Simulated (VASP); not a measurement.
## Pt: relaxation of cell and atoms with PBE

Crystal: Pt.

```
CELL_PARAMETERS angstrom
0.00000 1.96000 1.96000
1.96000 0.00000 1.96000
1.96000 1.96000 0.00000
ATOMIC_POSITIONS crystal
Pt 0.00000 0.00000 0.00000
```

```json
{"Program": "VASP 6.6.1", "Task": "relaxation of cell and atoms", "Functional": "PBE", "Potentials or basis": "VASP PAW PBE potentials, release 64 (Pt)", "Cutoff": "600 eV", "k mesh": "8 × 8 × 8", "Occupations": "gaussian, width 0.1 eV", "Spin": "no spin polarisation", "Dipole correction": "no", "Further INCAR settings": "ALGO = Normal; EDIFF = 1e-06; IBRION = 2; EDIFFG = -0.05; NSW = 100; ISIF = 3"}
```

The relaxed volume is 15.59 Å³/atom, the relaxed cell is a = 2.804 Å, b = 2.804 Å, c = 2.804 Å, α = 60.00°, β = 60.00°, γ = 60.00° and the space group after relaxing (to 0.05 Å) is Fm-3m (No. 225). The energy gained by relaxing is 14.5 meV/atom, the ionic steps are 3 and the pressure after relaxing is -0.3 GPa. The band gap on the k mesh is zero (band 5 reaches 11.06 eV, above the bottom of band 6 at 8.96 eV).

The path:
```tsv
step	energy change (eV)	largest force (eV/Å)	pressure (GPa)	volume (Å³)
1	0.0000	0.0000	9.37	15.06
2	0.0760	0.0000	-17.43	17.06
3	-0.0145	0.0000	-0.26	15.59
```

Final structure:
```
Pt
1.0
     0.00000    1.98284    1.98284
     1.98284    0.00000    1.98284
     1.98284    1.98284    0.00000
Pt
1
Direct
  0.00000 0.00000 0.00000
```

Levels at points of the mesh, in eV from the Fermi level:
```
           k point  band 3  band 4  band 5  band 6  band 7  band 8
(0.00, 0.00, 0.00)   -3.55   -3.55   -1.51   -1.51   14.81   19.58
(0.50, 0.00, 0.00)   -3.60   -0.26    0.07    0.07    5.64   14.36
(0.50, 0.50, 0.00)    0.03    0.49    0.49    1.92    8.58   11.36
```

Wall time 9.7 s on 1 thread of Intel(R) Xeon(R) Platinum 8259CL CPU @ 2.50GHz (Skylake/Cascade Lake) (shared host), peak memory 0.14 GiB.

Caveat: spin-orbit coupling is left out, which moves the levels of the heavy elements.
